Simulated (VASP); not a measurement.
Write the native input for VASP 6.6.1 that does the following.

- Task: single point
- Functional: LDA
- Potentials or basis: VASP PAW LDA potentials, release 64 (Zr_sv, Cd)
- Cutoff: 520 eV
- k mesh: 11 × 11 × 11
- Occupations: fermi-dirac, width 0.05 eV
- Spin: no spin polarisation
- Dipole correction: no
- Further INCAR settings: ALGO = Normal; EDIFF = 1e-06; NBANDS = 25

The structure of Zr2Cd lies in POSCAR:

```
Zr2Cd
1.0
    0.0000000000      2.1883400586      6.9998424303
    2.1823217250      0.0000000000      6.9998424303
    2.1823217250      2.1883400586      0.0000000000
Zr Cd
2 1
Direct
    0.1688392900      0.1688392900      0.8311607100
    0.8311607100      0.8311607100      0.1688392900
    0.5000000000      0.5000000000      0.5000000000
```

One way to write it, as run:

INCAR

```
PREC = Accurate ; ENCUT = 520
EDIFF = 1E-6 ; ISMEAR = -1
SIGMA = 0.05 ; LREAL = False
LASPH = True ; NELM = 100
ALGO = Normal ; ISIF = 2
LWAVE = False ; LCHARG = True
GGA = CA ; LELF = True
LVHAR = True ; NBANDS = 25
```

KPOINTS

```
Automatic mesh
0
Gamma
  11 11 11
```

Potentials or basis: VASP PAW LDA potentials, release 64 (Zr_sv, Cd).

The run is started by

```sh
$ cat potpaw_LDA.64/Zr_sv/POTCAR potpaw_LDA.64/Cd/POTCAR > POTCAR
$ mpirun -np 1 vasp_std > vasp.out
```

Results of the run:

| Item | Value |
| --- | --- |
| Pressure | -6.3 GPa |
| Largest force | 0.014 eV/Å |
| Band gap on the k mesh | zero (bands 18 and 19 overlap by 0.47 eV) |

Caveat: the cell stands under tension.

Run time: 3.9 min on 1 thread of Intel(R) Xeon(R) Platinum 8559C (Emerald Rapids) (shared host), peak memory 0.46 GiB.
